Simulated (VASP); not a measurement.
Wanted: the native input for a VASP 6.6.1 run.

```
Task                   : single point
Functional             : PBE
Potentials or basis    : VASP PAW PBE potentials, release 64 (Si, Ag)
Cutoff                 : 520 eV
k mesh                 : 4 × 4 × 4
Occupations            : gaussian, width 0.1 eV
Spin                   : no spin polarisation
Dipole correction      : no
Further INCAR settings : ALGO = Normal; EDIFF = 1e-07; NBANDS = 20
```

The structure of Si3Ag lies in POSCAR:

```
Si3Ag
1.0
    0.0000000000      3.2143275510      3.2143275510
    3.2143275510      0.0000000000      3.2143275510
    3.2143275510      3.2143275510      0.0000000000
Si Ag
3 1
Direct
    0.5000000000      0.5000000000      0.5000000000
    0.2500000000      0.2500000000      0.2500000000
    0.7500000000      0.7500000000      0.7500000000
    0.0000000000      0.0000000000      0.0000000000
```

The cell was built from a structure type or drawn by symmetry, and may not be a known phase.

These files were run (other wordings do the same):

INCAR

```
PREC = Accurate ; ENCUT = 520
EDIFF = 1E-7 ; ISMEAR = 0
SIGMA = 0.1 ; LREAL = False
LASPH = True ; NELM = 80
ALGO = Normal ; ISIF = 2
LWAVE = False ; LCHARG = False
GGA = PE ; NBANDS = 20
```

KPOINTS

```
Automatic mesh
0
Gamma
  4 4 4
```

Potentials or basis: VASP PAW PBE potentials, release 64 (Si, Ag).

Launch:

```bash
$ cat potpaw_PBE.64/Si/POTCAR potpaw_PBE.64/Ag/POTCAR > POTCAR
$ mpirun -np 1 vasp_std > vasp.out
```

Results of the run:

```
Pressure               : -0.3 GPa
Band gap on the k mesh : zero (an odd number of electrons rules out a gap without spin polarisation)
```

Caveat: the k points lie up to 0.42 Å⁻¹ apart, too coarse for converged energies and pressures of a metal.

Wall time 23 s on 1 thread of Intel(R) Xeon(R) Platinum 8488C (Sapphire Rapids), with other jobs on the host, peak memory 0.2 GiB.
